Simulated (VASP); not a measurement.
Crystal: S.

```
CELL_PARAMETERS angstrom
1.63850 0.94599 0.86133
-1.63850 0.94599 0.86133
0.00000 -1.89198 0.86133
ATOMIC_POSITIONS crystal
S 0.00000 0.00000 0.00000
```

Base run:

- Program: VASP 6.6.1
- Functional: PBEsol
- Potentials or basis: VASP PAW PBE potentials, release 64 (S)
- Cutoff: 500 eV
- k mesh: 12 × 12 × 12
- Occupations: methfessel-paxton, width 0.02 eV
- Spin: no spin polarisation

Its results: band gap on the k mesh zero (bands 3 and 4 overlap by 15.05 eV); pressure 204.1 GPa.

Problem. The run is repeated on the same cell with these changes: functional from PBEsol to PBE. What comes out?

Solution. Band gap on the k mesh zero (bands 3 and 4 overlap by 14.96 eV); pressure 211.4 GPa.

PBE binds less tightly than PBEsol, so the same cell stands under more pressure.

Caveats: the cell stands under pressure; the PAW data sets were made with another functional, which shifts forces and pressure a little (at least some runs).
